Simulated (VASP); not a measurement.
Write the native input for VASP 6.6.1 that does the following.

```
Task                   : single point
Functional             : PBE
Potentials or basis    : VASP PAW PBE potentials, release 64 (Os)
Cutoff                 : 520 eV
k mesh                 : 13 × 13 × 7
Occupations            : fermi-dirac, width 1 eV
Spin                   : no spin polarisation
Dipole correction      : no
Further INCAR settings : ALGO = Normal; EDIFF = 1e-06; NBANDS = 15
```

The structure of Os lies in POSCAR:

```
Os
1.0
    2.7559294133      0.0000000000      0.0000000000
   -1.3779647066      2.3867048830      0.0000000000
    0.0000000000      0.0000000000      4.3426533301
Os
2
Direct
    0.3333333333      0.6666666667      0.2500000000
    0.6666666667      0.3333333333      0.7500000000
```

These files were run (other wordings do the same):

INCAR

```
PREC = Accurate
ENCUT = 520
EDIFF = 1E-6
ISMEAR = -1
SIGMA = 1.0
LREAL = F
LASPH = T
NELM = 80
ALGO = Normal
ISIF = 2
LWAVE = F
LCHARG = T
GGA = PE
LELF = T
LVHAR = T
NBANDS = 15
```

KPOINTS

```
regular mesh
0
Gamma
  13 13 7
```

Potentials or basis: VASP PAW PBE potentials, release 64 (Os).

The run is started by

```sh
$ cat potpaw_PBE.64/Os/POTCAR > POTCAR
$ mpirun -np 1 vasp_std > vasp.out
```

It gave:

- Pressure: 25.4 GPa
- Band gap on the k mesh: zero (bands 8 and 9 overlap by 3.73 eV)

Caveat: the cell stands under pressure; so wide a smearing shifts energies and pressures; spin-orbit coupling is left out, which moves the levels of the heavy elements.

It took 29 s on 1 thread of Intel Xeon 8259CL (shared host), peak memory 0.16 GiB.
